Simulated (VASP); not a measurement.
Wanted: the native input for a VASP 6.6.1 run.

```
Task                   : relaxation of cell and atoms
Functional             : PBE
Potentials or basis    : VASP PAW PBE potentials, release 64 (Ga_d, O)
Cutoff                 : 600 eV
k mesh                 : 3 × 3 × 3
Occupations            : gaussian, width 0.2 eV
Spin                   : no spin polarisation
Dipole correction      : no
Further INCAR settings : ALGO = Normal; EDIFF = 1e-07; IBRION = 2; EDIFFG = -0.08; NSW = 36; ISIF = 3
```

The structure of Ga3O4 lies in POSCAR:

```
Ga3O4
1.0
    0.0000000000      4.3000000000      4.3000000000
    4.3000000000      0.0000000000      4.3000000000
    4.3000000000      4.3000000000      0.0000000000
Ga O
6 8
Direct
    0.7500000000      0.7500000000      0.7500000000
    0.5000000000      0.5000000000      0.5000000000
    0.1250000000      0.6250000000      0.1250000000
    0.1250000000      0.1250000000      0.6250000000
    0.1250000000      0.1250000000      0.1250000000
    0.6250000000      0.1250000000      0.1250000000
    0.8875000000      0.8875000000      0.8875000000
    0.3625000000      0.3625000000      0.3625000000
    0.3625000000      0.9125000000      0.3625000000
    0.9125000000      0.3625000000      0.3625000000
    0.8875000000      0.3375000000      0.8875000000
    0.3375000000      0.8875000000      0.8875000000
    0.8875000000      0.8875000000      0.3375000000
    0.3625000000      0.3625000000      0.9125000000
```

These files were run (other wordings do the same):

INCAR

```
ALGO = Normal
EDIFF = 1E-7
EDIFFG = -0.08
ENCUT = 600
GGA = PE
IBRION = 2
ISIF = 3
ISMEAR = 0
LASPH = True
LCHARG = False
LREAL = False
LWAVE = False
NELM = 60
NSW = 36
PREC = Accurate
SIGMA = 0.2
```

KPOINTS

```
k-points
0
Gamma
  3 3 3
```

Potentials or basis: VASP PAW PBE potentials, release 64 (Ga_d, O).

Command:

```console
$ cat potpaw_PBE.64/Ga_d/POTCAR potpaw_PBE.64/O/POTCAR > POTCAR
$ mpirun -np 1 vasp_std > vasp.out
```

It gave:

* Relaxed volume: 11.50 Å³/atom
* Relaxed cell: a = 6.107 Å, b = 6.107 Å, c = 6.107 Å, α = 60.00°, β = 60.00°, γ = 60.00°
* Space group after relaxing (to 0.1 Å): Fd-3m (No. 227)
* Energy gained by relaxing: 0.3 meV/atom
* Ionic steps: 2
* Pressure after relaxing: -0.7 GPa
* Largest force after relaxing: 0.049 eV/Å
* Band gap on the k mesh: zero (bands 63 and 64 overlap by 0.83 eV)

Caveat: the k points lie up to 0.42 Å⁻¹ apart in the final cell, too coarse for converged energies and pressures of a metal; the relaxation stopped at a loose force limit of 0.08 eV/Å, so its end isn't a converged minimum.

Run time: 2.3 min on 1 thread of Intel(R) Xeon(R) 6975P-C (Granite Rapids), on a shared host, peak memory 0.36 GiB.
